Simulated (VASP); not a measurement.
# CsGeF3 (Pm-3m) in VASP: a series of runs

The runs below take CsGeF3 through single point, with PBE-based global hybrid with 15 % exact exchange, HSE06.

All numbers are computed with VASP 6.6.1; they aren't measurements. Logs are shortened: lines on timing, memory, paths and dates and some standing lists are left out, and cuts for length are marked.

## 1. The cell of the first run

It takes space group Pm-3m (No. 221, cubic). The conventional cell has a = 4.497 Å, b = 4.497 Å, c = 4.497 Å, α = 90.00°, β = 90.00°, γ = 90.00°. Cs (site symmetry m-3m) has 12 F at 3.18 Å and 8 Ge at 3.89 Å within 4.2 Å. Ge (site symmetry m-3m) has 6 F at 2.25 Å within 3.0 Å. F (site symmetry 4/mmm) has 2 Ge at 2.25 Å within 3.0 Å.

## 2. Single point, PBE-based global hybrid with 15 % exact exchange

POSCAR reads:

```
CsGeF3
1.0
    4.4965198488      0.0000000000      0.0000000000
    0.0000000000      4.4965198488      0.0000000000
    0.0000000000      0.0000000000      4.4965198488
Cs Ge F
1 1 3
Direct
    0.0000000000      0.0000000000      0.0000000000
    0.5000000000      0.5000000000      0.5000000000
    0.5000000000      0.5000000000      0.0000000000
    0.5000000000      0.0000000000      0.5000000000
    0.0000000000      0.5000000000      0.5000000000
```

INCAR.step1 reads:

```
SYSTEM = CsGeF3
PREC     = Accurate       ! precision mode
ENCUT    = 520            ! plane-wave cutoff, eV
EDIFF    = 1E-5           ! SCF threshold, eV
ISMEAR   = 0              ! smearing method
SIGMA    = 0.01           ! smearing width, eV
LREAL    = .FALSE.        ! projectors in reciprocal space
LASPH    = .TRUE.         ! aspherical terms in the spheres
NELM     = 120            ! most SCF steps
ALGO     = Normal         ! electronic algorithm
ISIF     = 2              ! what is computed and relaxed
LWAVE    = .TRUE.         ! write WAVECAR
LCHARG   = .FALSE.        ! write CHGCAR
GGA      = PE             ! functional
NBANDS   = 30             ! bands
GGA_COMPAT= .FALSE.      
KPAR     = 4
```

INCAR.step2 reads:

```
SYSTEM = CsGeF3
PREC     = Accurate       ! precision mode
ENCUT    = 520            ! plane-wave cutoff, eV
EDIFF    = 1E-6           ! SCF threshold, eV
ISMEAR   = 0              ! smearing method
SIGMA    = 0.01           ! smearing width, eV
LREAL    = .FALSE.        ! projectors in reciprocal space
LASPH    = .TRUE.         ! aspherical terms in the spheres
NELM     = 120            ! most SCF steps
ALGO     = Normal         ! electronic algorithm
ISIF     = 2              ! what is computed and relaxed
LWAVE    = .FALSE.        ! write WAVECAR
LCHARG   = .FALSE.        ! write CHGCAR
GGA      = PE             ! functional
LHFCALC  = .TRUE.         ! exact exchange
AEXX     = 0.15           ! exact-exchange fraction
PRECFOCK = Normal       
ISTART   = 1            
NBANDS   = 30             ! bands
GGA_COMPAT= .FALSE.      
KPAR     = 4
```

KPOINTS reads:

```
regular mesh
0
G
  4 4 4
  0 0 0
```

Potentials or basis: VASP PAW PBE potentials, release 64 (Cs_sv, Ge_d, F).

Launch:

```console
> cat potpaw_PBE.64/Cs_sv/POTCAR potpaw_PBE.64/Ge_d/POTCAR potpaw_PBE.64/F/POTCAR > POTCAR
> cp INCAR.step1 INCAR
> mpirun -np 4 vasp_std > vasp.out
> cp INCAR.step2 INCAR
> mpirun -np 4 vasp_std > vasp.out
```

OUTCAR:

```text
SYSTEM = CsGeF3
   PREC = Accurate
   ENCUT = 520
   EDIFF = 1E-6
   ISMEAR = 0
   LREAL = .FALSE.
   LASPH = .TRUE.
   NELM = 120
   ISIF = 2
   GGA = PE
   LHFCALC = .TRUE.
   AEXX = 0.15
   PRECFOCK = Normal
   ISTART = 1

 ion  position               nearest neighbor table
   1  0.000  0.000  0.000-
   2  0.500  0.500  0.500-   3 2.25   4 2.25   5 2.25   3 2.25   4 2.25   5 2.25
   3  0.500  0.500  0.000-   2 2.25   2 2.25
   4  0.500  0.000  0.500-   2 2.25   2 2.25
   5  0.000  0.500  0.500-   2 2.25   2 2.25

  LATTYP: Found a simple cubic cell.
 ALAT       =     4.4965198488

  Lattice vectors:

 A1 = (   4.4965198488,   0.0000000000,   0.0000000000)
 A2 = (   0.0000000000,   4.4965198488,   0.0000000000)
 A3 = (   0.0000000000,   0.0000000000,   4.4965198488)

Analysis of symmetry for initial positions (statically):
=====================================================================
 Subroutine PRICEL returns:
 Original cell was already a primitive cell.

 Routine SETGRP: Setting up the symmetry group for a
 simple cubic supercell.

 Subroutine GETGRP returns: Found 48 space group operations
 (whereof 48 operations were pure point group operations)
 out of a pool of 48 trial point group operations.

The static configuration has the point symmetry O_h .

Analysis of symmetry for dynamics (positions and initial velocities):
=====================================================================
 Subroutine PRICEL returns:
 Original cell was already a primitive cell.

 Routine SETGRP: Setting up the symmetry group for a
 simple cubic supercell.

 Subroutine GETGRP returns: Found 48 space group operations
 (whereof 48 operations were pure point group operations)
 out of a pool of 48 trial point group operations.

The dynamic configuration has the point symmetry O_h .

 Subroutine INISYM returns: Found 48 space group operations
 (whereof 48 operations are pure point group operations),
 and found     1 'primitive' translations

----------------------------------------------------------------------------------------

                                     Primitive cell

[... 84 lines left out ...]
   NSW    =      0    number of steps for IOM
   IBRION =     -1    ionic relax: 0-MD 1-quasi-New 2-CG
   NFREE  =      0    steps in history (QN), initial steepest desc. (CG)
   ISIF   =      2    stress and relaxation
   ISYM   =      3    0-nonsym 1-usesym 2-fastsym
   POTIM  = 0.5000    time-step for ionic-motion
   TEBEG  =    0.0;   TEEND  =   0.0 temperature during run
   PSTRESS=    0.0 pullay stress
   NELECT =      44.0000    total number of electrons
   NUPDOWN=      -1.0000    fix difference up-down
   EMIN   =  10.00;   EMAX   =-10.00  energy-range for DOS
   EFERMI =   0.00;   METHOD = LEGACY
   ISMEAR =     0;   SIGMA  =   0.01  broadening in eV -4-tet -1-fermi 0-gaus
   EFERMI_NEDOS =   21; number of points for ismear=-14 and -15
   IALGO  =     38    algorithm
   IMIX   =      1    mixing-type and parameters
     AMIX     =   0.40;   BMIX     =  1.00
     AMIX_MAG =   1.60;   BMIX_MAG =  1.00
  volume/ion in A,a.u.               =      18.18       122.70
  Fermi-wavevector in a.u.,A,eV,Ry     =   1.285334  2.428928 22.477948  1.652083
  Thomas-Fermi vector in A             =   2.417474
   LORBIT       =      0    0 simple, 1 ext, 2 COOP (PROOUT), +10 PAW based schemes
   GGA     = PE    functional components
   LHFCALC =     T    Hartree Fock is set to
   PRECFOCK=normal    Normal, Fast or Accurate (Low or Medium for compatibility)
   ENCUT4O =  -1.0   cutoff for four orbital integrals eV
   NKREDX  =     1    reduce k-point grid by
   NKREDY  =     1    reduce k-point grid by
   NKREDZ  =     1    reduce k-point grid by
   AEXX    =    0.1500 exact exchange contribution
   HFSCREEN=    0.0000 screening length (either q_TF or 0.3 A-1)
   HFSCREENC=   0.0000 screening length for correlation (either q_TF or 0.3 A-1)
   ENCUTFOCK=  -1.0 apply spherical cutoff to Coloumb kernel
   IVDW    =     0    specifies the selected vdW correction
   LEPSILON=     F    determine dielectric tensor
   LRPA    =     F    only Hartree local field effects (RPA)
 non-spin polarized calculation
 Gauss-broadening in eV      SIGMA  =   0.01
  energy-cutoff  :      520.00
  volume of cell :       90.91
 maximum number of plane-waves:      2469
 NGX is ok and might be reduce to    36
  NGX = 28; NGY = 28; NGZ = 28

 number of electron      44.0000005 magnetization

 Free energy of the ion-electron system (eV)
  ---------------------------------------------------
  ext. energy  EPLUGINS =         0.00000000
  ---------------------------------------------------
  free energy    TOTEN  =       -26.63060504 eV

  energy without entropy =      -26.63060504  energy(sigma->0) =      -26.63060504

 E-fermi :   2.1688     XC(G=0):  -8.1517

 val. band max:        2.0873775371   @ k =   0.5000   0.5000   0.5000
 cond. band min:       4.9016426562   @ k =   0.5000   0.5000   0.5000
 fundamental gap:      2.8142651191
 Fermi energy:         2.1687598882

 k-point     1 :       0.0000    0.0000    0.0000
  band No.  band energies     occupation
      1     -24.9929      2.00000
      2     -24.9929      2.00000
      3     -24.8783      2.00000
      4     -24.8783      2.00000
      5     -24.8783      2.00000
      6     -23.1309      2.00000
[... 319 lines left out ...]
     29      12.4327      0.00000
     30      12.4327      0.00000

------------------------ aborting loop because EDIFF is reached ----------------------------------------

  FORCE on cell =-STRESS in cart. coord.  units (eV):
  Direction    XX          YY          ZZ          XY          YZ          ZX
  --------------------------------------------------------------------------------------
  -------------------------------------------------------------------------------------
  Total        0.8792019      0.8792019      0.8792019      0.0000000      0.0000000      0.0000000
  in kB       15.4942179     15.4942179     15.4942179      0.0000000      0.0000000      0.0000000
  external PRESSURE =      15.4942179 kB  Pullay stress =       0.0000000 kB

 VOLUME and BASIS-vectors are now :
 -----------------------------------------------------------------------------
  energy-cutoff  :      520.00
  volume of cell :       90.91
      direct lattice vectors                 reciprocal lattice vectors
     4.496519849  0.000000000  0.000000000     0.222394215  0.000000000  0.000000000
     0.000000000  4.496519849  0.000000000     0.000000000  0.222394215  0.000000000
     0.000000000  0.000000000  4.496519849     0.000000000  0.000000000  0.222394215

 POSITION                                       TOTAL-FORCE (eV/Angst)
 -----------------------------------------------------------------------------------
      0.00000      0.00000      0.00000         0.000000      0.000000      0.000000
      2.24826      2.24826      2.24826         0.000000      0.000000      0.000000
      2.24826      2.24826      0.00000         0.000000      0.000000      0.000000
      2.24826      0.00000      2.24826         0.000000      0.000000      0.000000
      0.00000      2.24826      2.24826         0.000000      0.000000      0.000000
 -----------------------------------------------------------------------------------
    total drift:                               -0.000009     -0.000009     -0.000008

  FREE ENERGIE OF THE ION-ELECTRON SYSTEM (eV)
  ---------------------------------------------------
  free  energy   TOTEN  =       -26.6306050390 eV

  energy  without entropy=      -26.6306050390  energy(sigma->0) =      -26.63060504
```

OUTCAR.step1:

```text
SYSTEM = CsGeF3
   PREC = Accurate
   ENCUT = 520
   EDIFF = 1E-5
   ISMEAR = 0
   LREAL = .FALSE.
[... 547 lines left out ...]
      2.24826      2.24826      0.00000         0.000000      0.000000      0.000000
      2.24826      0.00000      2.24826         0.000000      0.000000      0.000000
      0.00000      2.24826      2.24826         0.000000      0.000000      0.000000
 -----------------------------------------------------------------------------------
    total drift:                                0.000000      0.000000      0.000000

  FREE ENERGIE OF THE ION-ELECTRON SYSTEM (eV)
  ---------------------------------------------------
  free  energy   TOTEN  =       -22.4815380519 eV

  energy  without entropy=      -22.4815380519  energy(sigma->0) =      -22.48153805
```

It took 18 min on 4 MPI ranks of Intel Xeon Platinum 8259CL at 2.50GHz (Skylake/Cascade Lake), shared host; peak memory 0.25 GiB.

What came out:

```
Free energy            : -26.6306 eV
Pressure               : 1.5 GPa
Band gap on the k mesh : 2.81 eV
```

Caveat: the PAW data sets were made with another functional, which shifts forces and pressure a little; spin-orbit coupling is left out, which moves the levels of the heavy elements. A k mesh can miss the band edges.

## 3. Single point, HSE06

POSCAR is that of step 2.

INCAR.step1 reads:

```
  PREC = Accurate
  ENCUT = 520
  EDIFF = 1E-5
  ISMEAR = -1
  SIGMA = 0.5
  LREAL = False
  LASPH = True
  NELM = 120
  ALGO = Normal
  ISIF = 2
  LWAVE = True
  LCHARG = False
  NBANDS = 30
  GGA = PE
  GGA_COMPAT = False
  KPAR = 4
```

INCAR.step2 reads:

```
  PREC = Accurate
  ENCUT = 520
  EDIFF = 1E-6
  ISMEAR = -1
  SIGMA = 0.5
  LREAL = False
  LASPH = True
  NELM = 120
  ALGO = Normal
  ISIF = 2
  LWAVE = False
  LCHARG = False
  GGA = PE
  LHFCALC = True
  HFSCREEN = 0.2079
  PRECFOCK = Normal
  NBANDS = 30
  ISTART = 1
  GGA_COMPAT = False
  KPAR = 4
```

KPOINTS reads:

```
regular mesh
0
Gamma
  4 4 4
```

Potentials or basis: VASP PAW PBE potentials, release 64 (Cs_sv, Ge_d, F).

Launch:

```console
> cat potpaw_PBE.64/Cs_sv/POTCAR potpaw_PBE.64/Ge_d/POTCAR potpaw_PBE.64/F/POTCAR > POTCAR
> cp INCAR.step1 INCAR
> mpirun -np 4 vasp_std > vasp.out
> cp INCAR.step2 INCAR
> mpirun -np 4 vasp_std > vasp.out
```

It took 29 min on 4 MPI ranks of AMD EPYC 7R13 (Zen 3), shared host; peak memory 0.33 GiB.

The run converged. Its results:

| Item | Value |
| --- | --- |
| Free energy | -27.7385 eV |
| Pressure | 1.1 GPa |
| Band gap on the k mesh | 2.76 eV |

Levels at points of the mesh, in eV from the valence-band top:
| k point | band 20 | band 21 | band 22 | band 23 | band 24 | band 25 |
| --- | --- | --- | --- | --- | --- | --- |
| (0.00, 0.00, 0.00) | -5.13 | -5.13 | -5.13 | 5.50 | 5.50 | 6.07 |
| (0.50, 0.00, 0.00) | -5.43 | -5.43 | -2.88 | 3.69 | 6.17 | 6.17 |
| (0.50, 0.50, 0.00) | -5.33 | -5.17 | -1.34 | 3.82 | 3.82 | 6.22 |
| (0.50, 0.50, 0.50) | -5.16 | -5.16 | 0.00 | 2.76 | 2.76 | 2.76 |

Caveat: so wide a smearing shifts energies and pressures; the PAW data sets were made with another functional, which shifts forces and pressure a little; spin-orbit coupling is left out, which moves the levels of the heavy elements.
